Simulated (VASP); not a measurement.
Input of a VASP 6.6.1 run:

INCAR

```
  PREC = Accurate
  ENCUT = 520
  EDIFF = 1E-6
  ISMEAR = -1
  SIGMA = 0.1
  LREAL = False
  LASPH = True
  NELM = 150
  ALGO = Normal
  ISIF = 2
  LWAVE = False
  LCHARG = True
  ISPIN = 2
  MAGMOM = 0 4 0 0 0
  LORBIT = 11
  LMAXMIX = 4
  LELF = True
  LVHAR = True
  NBANDS = 34
```

KPOINTS

```
regular mesh
0
Gamma
  7 7 7
```

The input POSCAR:

```
KMnF3
1.0
    4.0981464720      0.0000000000      0.0000000000
    0.0000000000      4.0981464720      0.0000000000
    0.0000000000      0.0000000000      4.0981464720
K Mn F
1 1 3
Direct
    0.5000000000      0.5000000000      0.5000000000
    0.0000000000      0.0000000000      0.0000000000
    0.5000000000      0.0000000000      0.0000000000
    0.0000000000      0.5000000000      0.0000000000
    0.0000000000      0.0000000000      0.5000000000
```

Potentials or basis: VASP PAW LDA potentials, release 64 (K_sv, Mn_pv, F).

Run with:

```bash
$ cat potpaw_LDA.64/K_sv/POTCAR potpaw_LDA.64/Mn_pv/POTCAR potpaw_LDA.64/F/POTCAR > POTCAR
$ mpirun -np 1 vasp_std > vasp.out
```

Problem. Estimate the band gap on the k mesh.

Solution. 0.74 eV (least direct gap 1.34 eV).

Problem. Estimate the site moments.

Solution. K +0.00; Mn +4.51; F +0.08 μB.

Problem. What does it give for the pressure?

Solution. 0.1 GPa.

Caveat: an odd mesh through Γ misses points on the zone boundary, where band edges can lie; a cell with one magnetic atom can't hold antiferromagnetic order, which such compounds often take.
